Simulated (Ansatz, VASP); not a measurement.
## One calculation of Mo, two programs

```
Mo
1.0
    -1.57342    1.57342    1.57342
     1.57342   -1.57342    1.57342
     1.57342    1.57342   -1.57342
Mo
1
Direct
  0.00000 0.00000 0.00000
```

Alike in both runs: task relaxation of cell and atoms; functional PBE; k mesh 15 × 15 × 15; occupations fermi-dirac, width 0.05 eV; no spin polarisation.

```csv
,VASP,Ansatz
version,VASP 6.6.1,Ansatz 0.2.0
potentials or method,"VASP PAW PBE potentials, release 64 (Mo_sv), cutoff 600 eV","all-electron LAPW, scalar-relativistic"
```

```csv
,VASP,Ansatz,Ansatz less VASP
relaxed volume (Å³/atom),15.83,15.80,-0.024
relaxed cell length with the largest relative difference (Å),2.739,2.738,-0.0014
```

Ansatz ran all-electron here, and VASP with PAW potentials.
